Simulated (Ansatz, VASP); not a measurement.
**Two plane-wave programs on CaCdC2N2**

File INCAR:

```
SYSTEM = CaCdC2N2
ALGO = Normal
EDIFF = 1E-6
ENCUT = 700
GGA = PE
GGA_COMPAT = .FALSE.
ISIF = 2
ISMEAR = 0
LASPH = .TRUE.
LCHARG = .FALSE.
LREAL = .FALSE.
LWAVE = .FALSE.
NBANDS = 33
NELM = 120
PREC = Accurate
SIGMA = 0.1
```

The input KPOINTS:

```
k-points
0
G
  6 4 2
  0 0 0
```

File POSCAR:

```
CaCdC2N2
1.0
    3.6036717600      0.0000000000      0.0000000000
    1.4448094500      4.1164330500      0.0000000000
    0.6890780100      1.1953193500      8.0202745300
Ca Cd C N
1 1 2 2
Direct
    0.5000000000      0.0000000000      0.5000000000
    0.0000000000      0.0000000000      0.0000000000
    0.8140680200      0.3718639700      0.8140680200
    0.1859319800      0.6281360300      0.1859319800
    0.7053521700      0.5892956700      0.7053521700
    0.2946478300      0.4107043300      0.2946478300
```

Input for Ansatz:

```yaml
crystal:
  lattice:
    - [3.60367176, 0.0, 0.0]
    - [1.44480945, 4.11643305, 0.0]
    - [0.68907801, 1.19531935, 8.02027453]
  atoms:
    - { symbol: Ca, position: [0.5, 0.0, 0.5] }
    - { symbol: Cd, position: [0.0, 0.0, 0.0] }
    - { symbol: C, position: [0.81406802, 0.37186397, 0.81406802] }
    - { symbol: C, position: [0.18593198, 0.62813603, 0.18593198] }
    - { symbol: "N", position: [0.70535217, 0.58929567, 0.70535217] }
    - { symbol: "N", position: [0.29464783, 0.41070433, 0.29464783] }
basis:
  ecutwfc: 420
kpoints:
  mp_grid: { grid: [6, 4, 2] }
hamiltonian:
  xc: pbe
scf:
  occupations: { method: gaussian, width: 0.1 }
  lower_state_search: "off"
output:
  forces: true
  stress: true
  eigenvalues: true
```

Alike in both runs: task single point; functional PBE; k mesh 6 × 4 × 2; occupations gaussian, width 0.1 eV; no spin polarisation.

|  | VASP | Ansatz |
| --- | --- | --- |
| version | VASP 6.6.1 | Ansatz 0.2.0 |
| potentials or method | VASP PAW PBE potentials, release 64 (Ca_sv, Cd_sv_GW, C, N), cutoff 700 eV | scalar-relativistic, plane waves, PAW |
| valence electrons in the cell | 48 | 48 |

|  | VASP | Ansatz | Ansatz less VASP |
| --- | --- | --- | --- |
| gap on the k mesh at the Fermi level (eV) | none | none | - |
| pressure (GPa) | 5.8 | 5.4 | -0.35 |
| traceless stress, the component that is largest in VASP (GPa) | -9.03 | -8.37 | +0.662 |
| rms of the force components (eV/Å) | 0.827 | 0.661 | -0.1655 |

Atom by atom the forces differ by 0.167 eV/Å (rms over components). A gap of «none» marks a metal or a gap that the smearing closes.

The k mesh is coarse, so the values compare programs but aren't converged. Noted on VASP's run: the standard files for N, O and F lose accuracy on very short bonds.
